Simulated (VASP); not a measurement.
# BaMg2N2 (P6/mmm) in VASP: further runs

BaMg2N2 is run at these levels: PBE; tasks: relaxation of cell and atoms.

Program: VASP 6.6.1. These are calculated values, not measurements. Logs are shortened: lines on timing, memory, paths and dates and some standing lists are left out, and cuts for length are marked.

**1. The cell of the first run**

It takes space group P6/mmm (No. 191, hexagonal). The conventional cell has a = 4.079 Å, b = 4.079 Å, c = 7.605 Å, α = 90.00°, β = 90.00°, γ = 120.00°. Ba (site symmetry 6/mmm) has 2 N at 2.14 Å within 2.8 Å. Within 3.1 Å of Mg (site symmetry -6m2) lie 3 Mg at 2.35 Å and 6 N at 2.88 Å. N (site symmetry 6mm) has 1 Ba at 2.14 Å and 6 Mg at 2.88 Å within 2.9 Å.

The cell was generated, and may not be a known phase.

**2. Relaxation of cell and atoms, PBE**

File INCAR:

```
SYSTEM = BaMg2N2
ALGO = Normal ; EDIFF = 1E-7
EDIFFG = -0.04 ; ENCUT = 840
GGA = PE ; GGA_COMPAT = .False.
IBRION = 2 ; ISIF = 3
ISMEAR = 0 ; LASPH = .True.
LCHARG = .False. ; LREAL = .False.
LWAVE = .False. ; NELM = 120
NELMIN = 4 ; NSW = 90
PREC = Accurate ; SIGMA = 0.1
```

File KPOINTS:

```
k-points
0
Gamma
  6 6 2
  0 0 0
```

File POSCAR:

```
BaMg2N2
1.0
    4.0785328800      0.0000000000      0.0000000000
   -2.0392664400      3.5321130900      0.0000000000
    0.0000000000      0.0000000000      7.6047730500
Ba Mg N
1 2 2
Direct
    0.0000000000      0.0000000000      0.0000000000
    0.3333333300      0.6666666700      0.5000000000
    0.6666666700      0.3333333300      0.5000000000
    0.0000000000      0.0000000000      0.2816899800
    0.0000000000      0.0000000000      0.7183100200
```

Potentials or basis: VASP PAW PBE potentials, release 64 (Ba_sv, Mg_sv, N).

Started as:

```sh
$ cat potpaw_PBE.64/Ba_sv/POTCAR potpaw_PBE.64/Mg_sv/POTCAR potpaw_PBE.64/N/POTCAR > POTCAR
$ mpirun -np 1 vasp_std > vasp.out
```

OUTCAR:

```text
SYSTEM = BaMg2N2
   EDIFF = 1E-7
   EDIFFG = -0.04
   ENCUT = 840
   GGA = PE
   IBRION = 2
   ISIF = 3
   ISMEAR = 0
   LASPH = .True.
   LREAL = .False.
   NELM = 120
   NELMIN = 4
   NSW = 90
   PREC = Accurate

 ion  position               nearest neighbor table
   1  0.000  0.000  0.000-   4 2.14   5 2.14
   2  0.333  0.667  0.500-
   3  0.667  0.333  0.500-
   4  0.000  0.000  0.282-   1 2.14
   5  0.000  0.000  0.718-   1 2.14

  LATTYP: Found a hexagonal cell.
 ALAT       =     4.0785328800
 C/A-ratio  =     1.8645854462

  Lattice vectors:

 A1 = (   4.0785328800,   0.0000000000,   0.0000000000)
 A2 = (  -2.0392664400,   3.5321130900,   0.0000000000)
 A3 = (   0.0000000000,   0.0000000000,   7.6047730500)

Analysis of symmetry for initial positions (statically):
=====================================================================
 Subroutine PRICEL returns:
 Original cell was already a primitive cell.

 Routine SETGRP: Setting up the symmetry group for a
 hexagonal supercell.

 Subroutine GETGRP returns: Found 24 space group operations
 (whereof 24 operations were pure point group operations)
 out of a pool of 24 trial point group operations.

The static configuration has the point symmetry D_6h.

Analysis of symmetry for dynamics (positions and initial velocities):
=====================================================================
 Subroutine PRICEL returns:
 Original cell was already a primitive cell.

 Routine SETGRP: Setting up the symmetry group for a
 hexagonal supercell.

 Subroutine GETGRP returns: Found 24 space group operations
 (whereof 24 operations were pure point group operations)
 out of a pool of 24 trial point group operations.

The dynamic configuration has the point symmetry D_6h.

 Subroutine INISYM returns: Found 24 space group operations
 (whereof 24 operations are pure point group operations),
 and found     1 'primitive' translations

----------------------------------------------------------------------------------------

                                     Primitive cell

  volume of cell :     109.5531

  direct lattice vectors                    reciprocal lattice vectors
     4.078532880  0.000000000  0.000000000     0.245186205  0.141558321  0.000000000
    -2.039266440  3.532113090  0.000000000     0.000000000  0.283116643  0.000000000
     0.000000000  0.000000000  7.604773050     0.000000000  0.000000000  0.131496363

  length of vectors
     4.078532880  4.078532885  7.604773050     0.283116643  0.283116643  0.131496363

  position of ions in fractional coordinates (direct lattice)
     0.000000000  0.000000000  0.000000000
     0.333333330  0.666666670  0.500000000
     0.666666670  0.333333330  0.500000000
     0.000000000  0.000000000  0.281689980
     0.000000000  0.000000000  0.718310020

  ion indices of the primitive-cell ions
   primitive index   ion index
                 1           1
                 2           2
                 3           3
                 4           4
                 5           5

----------------------------------------------------------------------------------------

 KPOINTS: k-points

Automatic generation of k-mesh.
 Grid dimensions read from file:
 generate k-points for:    6    6    2

 Generating k-lattice:

  Cartesian coordinates                     Fractional coordinates (reciprocal lattice)
     0.040864368  0.023593054  0.000000000     0.166666667  0.000000000  0.000000000
     0.000000000  0.047186107  0.000000000     0.000000000  0.166666667  0.000000000
     0.000000000  0.000000000  0.065748182     0.000000000  0.000000000  0.500000000

  Length of vectors
     0.047186107  0.047186107  0.065748182

  Shift w.r.t. Gamma in fractional coordinates (k-lattice)
     0.000000000  0.000000000  0.000000000

 Subroutine IBZKPT returns following result:
 ===========================================

 Found     14 irreducible k-points:

 Following reciprocal coordinates:
            Coordinates               Weight
  0.000000  0.000000  0.000000      1.000000
  0.166667 -0.000000  0.000000      6.000000
  0.333333 -0.000000  0.000000      6.000000
  0.500000  0.000000  0.000000      3.000000
  0.166667  0.166667  0.000000      6.000000
  0.333333  0.166667  0.000000     12.000000
  0.333333  0.333333  0.000000      2.000000
  0.000000  0.000000  0.500000      1.000000
  0.166667 -0.000000  0.500000      6.000000
  0.333333 -0.000000  0.500000      6.000000
  0.500000  0.000000  0.500000      3.000000
  0.166667  0.166667  0.500000      6.000000
  0.333333  0.166667  0.500000     12.000000
  0.333333  0.333333  0.500000      2.000000
   k-points           NKPTS =     14   k-points in BZ     NKDIM =     14   number of bands    NBANDS=     24
   number of dos      NEDOS =    301   number of ions     NIONS =      5
   total plane-waves  NPLWV = 115200
   dimension x,y,z NGX =    40 NGY =   40 NGZ =   72
   dimension x,y,z NGXF=    80 NGYF=   80 NGZF=  144
   ions per type =               1   2   2
   NGX,Y,Z   is equivalent  to a cutoff of  16.30, 16.30, 15.74 a.u.
   NGXF,Y,Z  is equivalent  to a cutoff of  32.61, 32.61, 31.48 a.u.
 SYSTEM =  BaMg2N2
   PREC   = accura    normal or accurate (medium, high low for compatibility)
   ISTART =      0    job   : 0-new  1-cont  2-samecut
   ICHARG =      2    charge: 1-file 2-atom 10-const
   ISPIN  =      1    spin polarized calculation?
   LNONCOLLINEAR =      F non collinear calculations
   LSORBIT =      F    spin-orbit coupling
   LASPH  =      T    aspherical Exc in radial PAW
   ENCUT  =  840.0 eV  61.74 Ry    7.86 a.u.   9.64  9.64 17.97*2*pi/ulx,y,z
   NELM   =    120;   NELMIN=  4; NELMDL= -5     # of ELM steps
   EDIFF  = 0.1E-06   stopping-criterion for ELM
   LREAL  =      F    real-space projection
   EDIFFG = -.4E-01   stopping-criterion for IOM
   NSW    =     90    number of steps for IOM
   IBRION =      2    ionic relax: 0-MD 1-quasi-New 2-CG
   NFREE  =      1    steps in history (QN), initial steepest desc. (CG)
   ISIF   =      3    stress and relaxation
   ISYM   =      2    0-nonsym 1-usesym 2-fastsym
   POTIM  = 0.5000    time-step for ionic-motion
   TEBEG  =    0.0;   TEEND  =   0.0 temperature during run
   PSTRESS=    0.0 pullay stress
   NELECT =      40.0000    total number of electrons
   NUPDOWN=      -1.0000    fix difference up-down
   EMIN   =  10.00;   EMAX   =-10.00  energy-range for DOS
   EFERMI =   0.00;   METHOD = LEGACY
   ISMEAR =     0;   SIGMA  =   0.10  broadening in eV -4-tet -1-fermi 0-gaus
   EFERMI_NEDOS =   21; number of points for ismear=-14 and -15
   IALGO  =     38    algorithm
   IMIX   =      4    mixing-type and parameters
     AMIX     =   0.40;   BMIX     =  1.00
     AMIX_MAG =   1.60;   BMIX_MAG =  1.00
  volume/ion in A,a.u.               =      21.91       147.86
  Fermi-wavevector in a.u.,A,eV,Ry     =   1.170092  2.211153 18.627934  1.369115
  Thomas-Fermi vector in A             =   2.306555
   LORBIT       =      0    0 simple, 1 ext, 2 COOP (PROOUT), +10 PAW based schemes
   GGA     = PE    functional components
   LHFCALC =     F    Hartree Fock is set to
   AEXX    =    0.0000 exact exchange contribution
   IVDW    =     0    specifies the selected vdW correction
   LEPSILON=     F    determine dielectric tensor
   LRPA    =     F    only Hartree local field effects (RPA)
 conjugate gradient relaxation of ions
 non-spin polarized calculation
 Gauss-broadening in eV      SIGMA  =   0.10
  energy-cutoff  :      840.00
  volume of cell :      109.55
 maximum number of plane-waves:      6119
 NGX is ok and might be reduce to    40
   NGX = 19   NGY = 19   NGZ = 35

--------------------------------------- Ionic step        1  -------------------------------------------

 number of electron      39.9999991 magnetization

 Free energy of the ion-electron system (eV)
  ---------------------------------------------------
  ext. energy  EPLUGINS =         0.00000000
  ---------------------------------------------------
  free energy    TOTEN  =       -14.81359649 eV

  energy without entropy =      -14.79764146  energy(sigma->0) =      -14.80561898

------------------------ aborting loop because EDIFF is reached ----------------------------------------

  FORCE on cell =-STRESS in cart. coord.  units (eV):
  Direction    XX          YY          ZZ          XY          YZ          ZX
  --------------------------------------------------------------------------------------
  -------------------------------------------------------------------------------------
  Total        4.2565769      4.2565769      0.8125122      0.0000000     -0.0000000      0.0000000
  in kB       62.2509864     62.2509866     11.8827143      0.0000000     -0.0000000      0.0000000
  external PRESSURE =      45.4615624 kB  Pullay stress =       0.0000000 kB
[... 98 lines left out ...]
  FREE ENERGIE OF THE ION-ELECTRON SYSTEM (eV)
  ---------------------------------------------------
  free  energy   TOTEN  =       -16.9028288699 eV

  energy  without entropy=      -16.8858401679  energy(sigma->0) =      -16.89433452

 E-fermi :   3.9807     XC(G=0):  -9.5093

 val. band max:        3.8053290620   @ k =   0.3333  -0.0000   0.5000
 cond. band min:       4.1050612560   @ k =   0.0000   0.0000   0.0000
 fundamental gap:      0.2997321940
 Fermi energy:         3.9807095123

 k-point     1 :       0.0000    0.0000    0.0000
  band No.  band energies     occupation
      1     -73.1325      2.00000
      2     -73.0650      2.00000
      3     -40.0107      2.00000
      4     -40.0107      2.00000
      5     -39.7998      2.00000
      6     -39.7989      2.00000
[... 367 lines left out ...]
     23       5.7714      0.00000
     24       7.2382      0.00000

[... ionic steps 4 to 45 ...]

--------------------------------------- Ionic step       46  -------------------------------------------

 number of electron      40.0000031 magnetization

------------------------ aborting loop because EDIFF is reached ----------------------------------------

  FORCE on cell =-STRESS in cart. coord.  units (eV):
  Direction    XX          YY          ZZ          XY          YZ          ZX
  --------------------------------------------------------------------------------------
  -------------------------------------------------------------------------------------
  Total       -0.0393006     -0.0393006     -0.2183116      0.0000000      0.0000000      0.0000000
  in kB       -0.4003319     -0.4003319     -2.2238131      0.0000000      0.0000000      0.0000000
  external PRESSURE =      -1.0081590 kB  Pullay stress =       0.0000000 kB
[... 63 lines left out ...]
  energy  without entropy=      -20.3971567041  energy(sigma->0) =      -20.40308433

--------------------------------------- Ionic step       48  -------------------------------------------

 number of electron      40.0000032 magnetization

 Free energy of the ion-electron system (eV)
  ---------------------------------------------------
  ext. energy  EPLUGINS =         0.00000000
  ---------------------------------------------------
  free energy    TOTEN  =       -20.40905290 eV

  energy without entropy =      -20.39708353  energy(sigma->0) =      -20.40306821

 E-fermi :   1.2095     XC(G=0):  -7.5119

 val. band max:        1.1704983378   @ k =   0.1667   0.1667   0.5000
 cond. band min:       1.2865269476   @ k =   0.1667   0.1667   0.0000
 fundamental gap:      0.1160286098
 Fermi energy:         1.2095348831

 k-point     1 :       0.0000    0.0000    0.0000
  band No.  band energies     occupation
      1     -74.9735      2.00000
      2     -74.9692      2.00000
      3     -41.7649      2.00000
      4     -41.7649      2.00000
      5     -41.7477      2.00000
      6     -41.7477      2.00000
[... 399 lines left out ...]
  FREE ENERGIE OF THE ION-ELECTRON SYSTEM (eV)
  ---------------------------------------------------
  free  energy   TOTEN  =       -20.4090528958 eV

  energy  without entropy=      -20.3970835330  energy(sigma->0) =      -20.40306821

 reached required accuracy - stopping structural energy minimisation
```

Wall time 33 min (1 thread of Intel Xeon 6975P-C (Granite Rapids), shared host); peak memory 0.43 GiB.

Results:

| Item | Value |
| --- | --- |
| Free energy | -20.4091 eV |
| Relaxed volume | 31.33 Å³/atom |
| Relaxed cell | a = 5.312 Å, b = 5.312 Å, c = 6.412 Å, α = 90.00°, β = 90.00°, γ = 120.00° |
| Space group after relaxing (to 0.1 Å) | P6/mmm (No. 191) |
| Pressure after relaxing | 0.0 GPa |
| Largest force after relaxing | 0.015 eV/Å |
| Band gap on the k mesh | zero (bands 20 and 21 overlap by 1.45 eV) |

Forces in eV/Å, atoms in the order of the input:
```
Ba   0.000  0.000  0.000
Mg   0.000  0.000  0.000
Mg   0.000  0.000  0.000
N    0.000  0.000  0.015
N    0.000  0.000 -0.015
```

Stress tensor (GPa, compression positive):
```
 0.03  0.00  0.00
 0.00  0.03  0.00
 0.00  0.00 -0.13
```

Final structure:
```xyz
5
Lattice="5.3115 0.0000 0.0000 -2.6558 4.5999 0.0000 0.0000 0.0000 6.4124" Properties=species:S:1:pos:R:3 pbc="T T T"
Ba    0.0000    0.0000    0.0000
Mg    0.0000    3.0666    3.2062
Mg    2.6558    1.5333    3.2062
N     0.0000    0.0000    2.6216
N     0.0000    0.0000    3.7908
```

Caveat: the k points lie up to 0.49 Å⁻¹ apart in the final cell, too coarse for converged energies and pressures of a metal; the volume moved by over 15 % at a fixed basis, so the end points are rough; spin-orbit coupling is left out, which moves the levels of the heavy elements.

**3. Relaxation of cell and atoms, PBE**

This run uses another cell than the first one, of 32.22 Å³/atom.

File INCAR:

```
SYSTEM = BaMg2N2
ALGO = Normal ; EDIFF = 1E-7
EDIFFG = -0.01 ; ENCUT = 600
GGA = PE ; IBRION = 2
ISIF = 3 ; ISMEAR = 0
LASPH = .TRUE. ; LCHARG = .FALSE.
LREAL = .FALSE. ; LWAVE = .FALSE.
NELM = 60 ; NSW = 100
PREC = Accurate ; SIGMA = 0.1
```

File KPOINTS:

```
k-points
0
G
  12 12 6
  0 0 0
```

File POSCAR:

```
BaMg2N2
1.0
    5.3887825109      0.0000000000      0.0000000000
   -2.6943912554      4.6668225499      0.0000000000
    0.0000000000      0.0000000000      6.4059391397
Ba Mg N
1 2 2
Direct
    0.0000000000      0.0000000000      0.0000000000
    0.3333333333      0.6666666667      0.5000000000
    0.6666666667      0.3333333333      0.5000000000
    0.0000000000      0.0000000000      0.4095759094
    0.0000000000      0.0000000000      0.5904240906
```

Potentials or basis: VASP PAW PBE potentials, release 64 (Ba_sv, Mg, N).

Started as:

```sh
$ cat potpaw_PBE.64/Ba_sv/POTCAR potpaw_PBE.64/Mg/POTCAR potpaw_PBE.64/N/POTCAR > POTCAR
$ mpirun -np 1 vasp_std > vasp.out
```

It took 23 min on 1 thread of Oxide Virtual Turin-like, shared host; peak memory 0.55 GiB.

Results (log left out):

| Item | Value |
| --- | --- |
| Free energy | -20.4729 eV |
| Relaxed volume | 32.40 Å³/atom |
| Relaxed cell | a = 5.387 Å, b = 5.387 Å, c = 6.446 Å, α = 90.00°, β = 90.00°, γ = 120.00° |
| Space group after relaxing (to 0.1 Å) | P6/mmm (No. 191) |
| Energy gained by relaxing | 0.8 meV/atom |
| Ionic steps | 8 |
| Pressure after relaxing | 0.0 GPa |
| Band gap on the k mesh | zero (bands 12 and 13 overlap by 1.39 eV) |

The path:
| step | energy change (eV) | largest force (eV/Å) | pressure (GPa) | volume (Å³) |
| --- | --- | --- | --- | --- |
| 1 | 0.0000 | 0.5514 | 0.46 | 161.10 |
| 2 | 0.1447 | 4.2347 | -2.18 | 163.26 |
| 3 | -0.0025 | 0.1728 | 0.10 | 161.33 |
| 4 | -0.0025 | 0.1239 | 0.13 | 161.32 |
| 5 | -0.0040 | 0.0295 | 0.00 | 161.95 |
| 6 | -0.0041 | 0.0203 | -0.02 | 162.02 |
| 7 | -0.0039 | 0.1491 | 0.07 | 161.93 |
| 8 | -0.0041 | 0.0014 | -0.01 | 162.01 |

Final structure:
```
Ba Mg N
1.0
     5.38692    0.00000    0.00000
    -2.69346    4.66521    0.00000
     0.00000    0.00000    6.44642
Ba Mg N
1 2 2
Direct
  0.00000 0.00000 0.00000
  0.33333 0.66667 0.50000
  0.66667 0.33333 0.50000
  0.00000 0.00000 0.40965
  0.00000 0.00000 0.59035
```

Levels at points of the mesh, in eV from the Fermi level:
```csv
k point,band 8,band 9,band 10,band 11,band 12,band 13,band 14,band 15,band 16
"(0.00, 0.00, 0.00)",-7.26,-7.17,-3.25,0.22,0.22,0.53,0.70,1.05,1.05
"(0.50, 0.00, 0.00)",-7.30,-7.06,-1.75,-1.53,-0.80,0.05,1.74,1.77,2.56
"(0.00, 0.00, 0.50)",-7.31,-6.09,-2.92,-1.32,0.89,0.89,1.60,1.60,2.02
"(0.50, 0.00, 0.50)",-7.35,-5.95,-1.66,-1.16,-0.44,0.17,0.74,1.58,1.99
```

Caveat: the standard files for N, O and F lose accuracy on very short bonds; spin-orbit coupling is left out, which moves the levels of the heavy elements.

The gap in the log of VASP goes by the Fermi energy; the results here count the filled bands.